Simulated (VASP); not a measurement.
Set up this calculation in VASP 6.6.1, as the native input.

- Task: single point
- Functional: HSE06
- Potentials or basis: VASP PAW PBE potentials, release 64 (K_sv, F)
- Cutoff: 520 eV
- k mesh: 4 × 4 × 4
- Occupations: gaussian, width 0.01 eV
- Spin: no spin polarisation
- Dipole correction: no
- Grid for exact exchange (PRECFOCK): Normal
- Further INCAR settings: ALGO = Normal; EDIFF = 1e-06; NBANDS = 15
- Share of exact exchange: 0.25
- Screening parameter: 0.2079 1/Å

KF:

```xyz
2
Lattice="3.1789 0.0000 0.0000 0.0000 3.1789 0.0000 0.0000 0.0000 3.1789" Properties=species:S:1:pos:R:3 pbc="T T T"
K     0.0000    0.0000    0.0000
F     1.5894    1.5894    1.5894
```

The input as run:

POSCAR

```
KF
1.0
    3.1788706815      0.0000000000      0.0000000000
    0.0000000000      3.1788706815      0.0000000000
    0.0000000000      0.0000000000      3.1788706815
K F
1 1
Direct
    0.0000000000      0.0000000000      0.0000000000
    0.5000000000      0.5000000000      0.5000000000
```

INCAR.step1

```
ALGO = Normal ; EDIFF = 1E-5
ENCUT = 520 ; GGA = PE
ISIF = 2 ; ISMEAR = 0
LASPH = T ; LCHARG = F
LREAL = F ; LWAVE = T
NBANDS = 15 ; NELM = 100
PREC = Accurate ; SIGMA = 0.01
```

INCAR.step2

```
ALGO = Normal ; EDIFF = 1E-6
ENCUT = 520 ; GGA = PE
HFSCREEN = 0.2079 ; ISIF = 2
ISMEAR = 0 ; ISTART = 1
LASPH = T ; LCHARG = F
LHFCALC = T ; LREAL = F
LWAVE = F ; NBANDS = 15
NELM = 100 ; PREC = Accurate
PRECFOCK = Normal ; SIGMA = 0.01
```

KPOINTS

```
k-points
0
Gamma
  4 4 4
```

Potentials or basis: VASP PAW PBE potentials, release 64 (K_sv, F).

Launch:

```bash
$ cat potpaw_PBE.64/K_sv/POTCAR potpaw_PBE.64/F/POTCAR > POTCAR
$ cp INCAR.step1 INCAR
$ mpirun -np 1 vasp_std > vasp.out
$ cp INCAR.step2 INCAR
$ mpirun -np 1 vasp_std > vasp.out
```

It gave:

```yaml
Pressure: 1.7 GPa
Band_gap_on_the_k_mesh: 8.90 eV (least direct gap 8.93 eV)
```

Caveat: the k points lie up to 0.49 Å⁻¹ apart; the PAW data sets were made with another functional, which shifts forces and pressure a little.

Wall time 5 min on 1 thread of Intel Xeon 8259CL, on a shared host, peak memory 0.25 GiB.
